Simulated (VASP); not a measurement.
Write the native input for VASP 6.6.1 that does the following.

```yaml
Task: single point
Functional: PBE
Potentials_or_basis: VASP PAW PBE potentials, release 64 (Ga_d)
Cutoff: 520 eV
k_mesh: 6 × 6 × 4
Occupations: gaussian, width 0.05 eV
Spin: no spin polarisation
Dipole_correction: no
Further_INCAR_settings: ALGO = Normal; EDIFF = 1e-07; NBANDS = 34
```

The structure of Ga lies in POSCAR:

```
Ga
1.0
    2.2892112581     -3.8587942342      0.0000000000
    2.2892112581      3.8587942342      0.0000000000
    0.0000000000      0.0000000000      4.5985772491
Ga
4
Direct
    0.3436635081      0.6563364919      0.5835683776
    0.6563364919      0.3436635081      0.4164316224
    0.8436635081      0.1563364919      0.9164316224
    0.1563364919      0.8436635081      0.0835683776
```

These files were run (other wordings do the same):

INCAR

```
SYSTEM = Ga
  PREC = Accurate
  ENCUT = 520
  EDIFF = 1E-7
  ISMEAR = 0
  SIGMA = 0.05
  LREAL = .FALSE.
  LASPH = .TRUE.
  NELM = 60
  ALGO = Normal
  ISIF = 2
  LWAVE = .FALSE.
  LCHARG = .FALSE.
  GGA = PE
  NBANDS = 34
```

KPOINTS

```
regular mesh
0
G
  6 6 4
  0 0 0
```

Potentials or basis: VASP PAW PBE potentials, release 64 (Ga_d).

Launch:

```console
$ cat potpaw_PBE.64/Ga_d/POTCAR > POTCAR
$ mpirun -np 1 vasp_std > vasp.out
```

Results of the run:

```
Pressure               : 0.1 GPa
Largest force          : 0.005 eV/Å
Band gap on the k mesh : zero (band 26 reaches 4.91 eV, above the bottom of band 27 at 3.77 eV)
```

It took 93 s on 1 thread of AMD EPYC 7R43 64-Core Processor (Zen 3), on a shared host, peak memory 0.2 GiB.
